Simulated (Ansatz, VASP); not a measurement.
**TaS2: VASP beside Ansatz**

```
Ta S
1.0
     3.35000    0.00000    0.00000
    -1.67500    2.90119    0.00000
     0.00000    0.00000    6.03580
Ta S
1 2
Direct
  0.00000 0.00000 0.00000
  0.33333 0.66667 0.25000
  0.66667 0.33333 0.75000
```

Change from the starting cell: zz strain of +3 %, PAW files.

Alike in both runs: task electric field gradients; functional LDA; k mesh 9 × 9 × 5; occupations fermi-dirac, width 0.03 eV; no spin polarisation.

|  | VASP | Ansatz |
| --- | --- | --- |
| version | VASP 6.6.1 | Ansatz 0.2.0 |
| potentials or method | VASP PAW LDA potentials, release 64 (Ta_pv, S) | PAW with Ansatz's default frozen-core files, scalar-relativistic |
| plane-wave cutoff (eV) | 400 | 420 |
| valence electrons in the cell | 23 | 25 |

```tsv
	VASP	Ansatz	Ansatz less VASP
pressure (GPa)	-2.4	-2.6	-0.27
traceless stress, the component that is largest in VASP (GPa)	1.51	1.48	-0.026
rms of the force components (eV/Å)	0.066	0.045	-0.0208
size of Vzz on the site where it differs most (V/Å²)	145.4	178.0	+32.61
```

LDA's correlation is that of Perdew and Zunger in VASP and of Perdew and Wang (1992) in Ansatz. Atom by atom the forces differ by 0.021 eV/Å (rms over components). VASP's potentials hold 23 valence electrons a cell and Ansatz's 25, so a difference there can come from the potentials and not from the codes.

Spin-orbit coupling is off throughout.
